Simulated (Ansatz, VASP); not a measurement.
## BiTe in VASP and in Ansatz

File POSCAR:

```
BiTe
1.0
    0.0000000000      3.3320500000      3.3320500000
    3.3320500000      0.0000000000      3.3320500000
    3.3320500000      3.3320500000      0.0000000000
Bi Te
1 1
Direct
    0.0000000000      0.0000000000      0.0000000000
    0.5000000000      0.5000000000      0.5000000000
```

Contents of INCAR.step1:

```
  ALGO = Normal
  EDIFF = 1E-4
  ENCUT = 520
  GGA = PE
  ISMEAR = 0
  LASPH = True
  LCHARG = False
  LREAL = False
  LWAVE = True
  NBANDS = 18
  NELM = 100
  PREC = Accurate
  SIGMA = 0.15
```

Contents of INCAR.step2:

```
  ALGO = Normal
  EDIFF = 1E-7
  ENCUT = 520
  ISIF = 2
  ISMEAR = 0
  ISTART = 1
  LASPH = True
  LCHARG = False
  LMIXTAU = True
  LREAL = False
  LWAVE = False
  METAGGA = R2SCAN
  NBANDS = 18
  NELM = 100
  PREC = Accurate
  SIGMA = 0.15
```

File KPOINTS:

```
k-points
0
Gamma
  14 14 14
```

Input for Ansatz:

```yaml
crystal:
  lattice:
    - [0.0, 3.33205, 3.33205]
    - [3.33205, 0.0, 3.33205]
    - [3.33205, 3.33205, 0.0]
  atoms:
    - { symbol: Bi, position: [0.0, 0.0, 0.0] }
    - { symbol: Te, position: [0.5, 0.5, 0.5] }
basis:
  ecutwfc: 500
kpoints:
  mp_grid: { grid: [14, 14, 14] }
hamiltonian:
  xc: r2scan
scf:
  occupations: { method: gaussian, width: 0.15 }
output:
  forces: true
  stress: true
  eigenvalues: true
```

Change from the starting cell: strain +0.030 along x and y, +0.030 along z, atoms carried along.

Alike in both runs: task single point; functional r2SCAN; k mesh 14 × 14 × 14; occupations gaussian, width 0.15 eV; no spin polarisation.

|  | VASP | Ansatz |
| --- | --- | --- |
| version | VASP 6.6.1 | Ansatz 0.2.0 |
| potentials or method | VASP PAW PBE potentials, release 64 (Bi_d, Te), cutoff 520 eV | scalar-relativistic, plane waves, PAW |
| valence electrons in the cell | 21 | 31 |

```tsv
	VASP	Ansatz	Ansatz less VASP
gap on the k mesh at the Fermi level (eV)	none	none	-
pressure (GPa)	-3.7	-3.7	+0.03
```

VASP's potentials were made for PBE, not for r2SCAN. A gap of «none» marks a metal or a gap that the smearing closes. The functional is the same, so the differences come from potentials, cutoffs and numerics. VASP's potentials hold 21 valence electrons a cell and Ansatz's 31, so a difference there can come from the potentials and not from the codes.

Neither program's run includes spin-orbit coupling.
